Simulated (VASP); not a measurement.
Write the native input for VASP 6.6.1 that does the following.

```
Task                   : single point
Functional             : PBEsol
Potentials or basis    : VASP PAW PBE potentials, release 64 (Sb)
Cutoff                 : 520 eV
k mesh                 : 16 × 16 × 16
Occupations            : gaussian, width 0.15 eV
Spin                   : no spin polarisation
Dipole correction      : no
Further INCAR settings : ALGO = Normal; EDIFF = 1e-06; NBANDS = 8
```

The structure of Sb lies in POSCAR:

```
Sb
1.0
    3.2390000000      0.0000000000      0.0000000000
    0.0000000000      3.2390000000      0.0000000000
    0.0000000000      0.0000000000      3.2390000000
Sb
1
Direct
    0.0000000000      0.0000000000      0.0000000000
```

This cell differs from its parent crystal: strain +0.025 along x and y, +0.025 along z.

These files were run (other wordings do the same):

INCAR

```
ALGO = Normal
EDIFF = 1E-6
ENCUT = 520
GGA = PS
ISIF = 2
ISMEAR = 0
LASPH = T
LCHARG = F
LREAL = F
LWAVE = F
NBANDS = 8
NELM = 80
PREC = Accurate
SIGMA = 0.15
```

KPOINTS

```
k-points
0
Gamma
  16 16 16
```

Potentials or basis: VASP PAW PBE potentials, release 64 (Sb).

Run with:

```bash
$ cat potpaw_PBE.64/Sb/POTCAR > POTCAR
$ mpirun -np 1 vasp_std > vasp.out
```

It gave:

| Quantity | Value |
| --- | --- |
| Pressure | -7.3 GPa |

Caveat: the cell differs from its parent crystal (strain +0.025 along x and y, +0.025 along z); the PAW data sets were made with another functional, which shifts forces and pressure a little.

It took 7.1 s on 1 thread of Intel(R) Xeon(R) 6975P-C (Granite Rapids), with other jobs on the host, peak memory 0.16 GiB.
